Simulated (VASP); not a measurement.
Set up this calculation in VASP 6.6.1, as the native input.

* Task: single point
* Functional: r2SCAN
* Potentials or basis: VASP PAW PBE potentials, release 64 (Li_sv, F)
* Cutoff: 520 eV
* k mesh: 10 × 10 × 10
* Occupations: gaussian, width 0.01 eV
* Spin: no spin polarisation
* Dipole correction: no
* Further INCAR settings: ALGO = Normal; EDIFF = 1e-06; NBANDS = 12

LiF:

```
Li F
1.0
     0.00000    1.99487    1.99487
     2.00485    0.00000    1.99487
     2.00485    1.99487    0.00000
Li F
1 1
Direct
  0.00000 0.00000 0.00000
  0.50000 0.50000 0.50000
```

This cell differs from its parent crystal: uniaxial x strain +0.5%.

The input as run:

POSCAR

```
LiF
1.0
    0.0000000000      1.9948717406      1.9948717406
    2.0048460993      0.0000000000      1.9948717406
    2.0048460993      1.9948717406      0.0000000000
Li F
1 1
Direct
    0.0000000000      0.0000000000      0.0000000000
    0.5000000000      0.5000000000      0.5000000000
```

INCAR.step1

```
SYSTEM = LiF
PREC     = Accurate       ! precision mode
ENCUT    = 520            ! plane-wave cutoff, eV
ISMEAR   = 0              ! smearing method
SIGMA    = 0.01           ! smearing width, eV
LREAL    = .False.        ! projectors in reciprocal space
LASPH    = .True.         ! aspherical terms in the spheres
NELM     = 60             ! most SCF steps
NBANDS   = 12             ! bands
GGA      = PE             ! functional
ALGO     = Normal         ! electronic algorithm
EDIFF    = 1E-4           ! SCF threshold, eV
LWAVE    = .True.         ! write WAVECAR
LCHARG   = .False.        ! write CHGCAR
```

INCAR.step2

```
SYSTEM = LiF
PREC     = Accurate       ! precision mode
ENCUT    = 520            ! plane-wave cutoff, eV
EDIFF    = 1E-6           ! SCF threshold, eV
ISMEAR   = 0              ! smearing method
SIGMA    = 0.01           ! smearing width, eV
LREAL    = .False.        ! projectors in reciprocal space
LASPH    = .True.         ! aspherical terms in the spheres
NELM     = 60             ! most SCF steps
ALGO     = Normal         ! electronic algorithm
ISIF     = 2              ! what is computed and relaxed
LWAVE    = .False.        ! write WAVECAR
LCHARG   = .False.        ! write CHGCAR
METAGGA  = R2SCAN         ! meta-GGA
LMIXTAU  = .True.       
NBANDS   = 12             ! bands
ISTART   = 1
```

KPOINTS

```
regular mesh
0
Gamma
  10 10 10
  0 0 0
```

Potentials or basis: VASP PAW PBE potentials, release 64 (Li_sv, F).

Command:

```bash
$ cat potpaw_PBE.64/Li_sv/POTCAR potpaw_PBE.64/F/POTCAR > POTCAR
$ cp INCAR.step1 INCAR
$ mpirun -np 1 vasp_std > vasp.out
$ cp INCAR.step2 INCAR
$ mpirun -np 1 vasp_std > vasp.out
```

Results of the run:

```
Band gap on the k mesh : 10.50 eV, direct
```

Caveat: the cell differs from its parent crystal (uniaxial x strain +0.5%).

Wall time 27 s on 1 thread of Intel(R) Xeon(R) 6975P-C (Granite Rapids), with other jobs on the host, peak memory 0.14 GiB.
